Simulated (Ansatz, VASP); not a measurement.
Two plane-wave programs on Mg

File INCAR:

```
SYSTEM = Mg
  ALGO = Fast
  EDIFF = 1E-7
  ENCUT = 520
  GGA = PE
  ISIF = 2
  ISMEAR = 0
  LASPH = .TRUE.
  LCHARG = .TRUE.
  LELF = .TRUE.
  LREAL = .FALSE.
  LVHAR = .TRUE.
  LWAVE = .FALSE.
  NBANDS = 9
  NELM = 100
  PREC = Accurate
  SIGMA = 0.15
```

File KPOINTS:

```
k-points
0
G
  18 18 10
  0 0 0
```

POSCAR

```
Mg
1.0
    3.2092715325      0.0000000000      0.0000000000
   -1.6046357662      2.7793106748      0.0000000000
    0.0000000000      0.0000000000      5.2103300000
Mg
2
Direct
    0.2335922593      0.7476219920      0.2500000000
    0.6666666667      0.3333333333      0.7500000000
```

Input for Ansatz:

```yaml
crystal:
  lattice:
    - [3.2092715325, 0.0, 0.0]
    - [-1.6046357662, 2.7793106748, 0.0]
    - [0.0, 0.0, 5.21033]
  atoms:
    - { symbol: Mg, position: [0.2335922593, 0.747621992, 0.25] }
    - { symbol: Mg, position: [0.6666666667, 0.3333333333, 0.75] }
basis:
  ecutwfc: 420
kpoints:
  mp_grid: { grid: [18, 18, 10] }
hamiltonian:
  xc: pbe
scf:
  occupations: { method: gaussian, width: 0.15 }
output:
  forces: true
  stress: true
  eigenvalues: true
  write_density: true
  write_potential: true
  elf: true
  volumetric_format: npy
```

Alike in both runs: task single point; functional PBE; k mesh 18 × 18 × 10; occupations gaussian, width 0.15 eV; no spin polarisation.

|  | VASP | Ansatz |
| --- | --- | --- |
| version | VASP 6.6.1 | Ansatz 0.2.0 |
| potentials or method | VASP PAW PBE potentials, release 64 (Mg), cutoff 520 eV | scalar-relativistic, plane waves, PAW |
| valence electrons in the cell | 4 | 20 |

|  | VASP | Ansatz | Ansatz less VASP |
| --- | --- | --- | --- |
| gap on the k mesh at the Fermi level (eV) | none | none | - |
| pressure (GPa) | -0.2 | -0.1 | +0.12 |
| traceless stress, the component that is largest in VASP (GPa) | 1.09 | 1.09 | +0.005 |
| rms of the force components (eV/Å) | 0.083 | 0.083 | -0.0001 |

Atom by atom the forces differ by 0.000 eV/Å (rms over components). A gap of «none» marks a metal or a gap that the smearing closes. With one functional, cell and mesh, what is left measures potentials, basis and numerics. VASP's potentials hold 4 valence electrons a cell and Ansatz's 20, so a difference there can come from the potentials and not from the codes.
